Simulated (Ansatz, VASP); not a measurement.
## NaH: VASP beside Ansatz

The input INCAR:

```
  PREC = Accurate
  ENCUT = 400
  EDIFF = 1E-8
  ISMEAR = -1
  SIGMA = 0.03
  LREAL = False
  LASPH = True
  NELM = 120
  ALGO = Normal
  ISIF = 2
  LWAVE = False
  LCHARG = False
  GGA = PS
  LEFG = True
  NBANDS = 11
  GGA_COMPAT = False
```

File KPOINTS:

```
Automatic mesh
0
Gamma
  9 9 9
```

POSCAR

```
NaH
1.0
    0.0000000000      2.4644000000      2.4400000000
    2.4644000000      0.0000000000      2.4400000000
    2.4644000000      2.4644000000      0.0000000000
Na H
1 1
Direct
    0.0000000000      0.0000000000      0.0000000000
    0.5000000000      0.5000000000      0.5000000000
```

Input for Ansatz:

```yaml
crystal:
  lattice:
    - [0.0, 2.4644, 2.44]
    - [2.4644, 0.0, 2.44]
    - [2.4644, 2.4644, 0.0]
  atoms:
    - { symbol: Na, position: [0.0, 0.0, 0.0] }
    - { symbol: H, position: [0.5, 0.5, 0.5] }
kpoints:
  mp_grid: { grid: [9, 9, 9] }
scf:
  occupations: { method: fermi_dirac, width: 0.03 }
hamiltonian:
  xc: pbesol
  pseudopotentials: { kind: paw }
output:
  forces: true
  stress: true
  eigenvalues: true
  efg: { contact_densities: true }
```

Change from the starting cell: equal xx and yy strain of +1 %, PAW files.

Alike in both runs: task electric field gradients; functional PBEsol; k mesh 9 × 9 × 9; occupations fermi-dirac, width 0.03 eV; no spin polarisation.

|  | VASP | Ansatz |
| --- | --- | --- |
| version | VASP 6.6.1 | Ansatz 0.2.0 |
| potentials or method | VASP PAW PBE potentials, release 64 (Na_pv, H) | PAW with Ansatz's default frozen-core files, scalar-relativistic |
| plane-wave cutoff (eV) | 400 | 420 |
| valence electrons in the cell | 8 | 10 |

|  | VASP | Ansatz | Ansatz less VASP |
| --- | --- | --- | --- |
| gap on the k mesh at the Fermi level (eV) | 3.76 | 3.77 | +0.006 |
| pressure (GPa) | -2.0 | -1.6 | +0.46 |
| traceless stress, the component that is largest in VASP (GPa) | 0.17 | 0.17 | -0.004 |
| size of Vzz on the site where it differs most (V/Å²) | 0.1 | 0.1 | +0.04 |

VASP's potentials were made for PBE, not for PBEsol. VASP's potentials hold 8 valence electrons a cell and Ansatz's 10, so a difference there can come from the potentials and not from the codes.
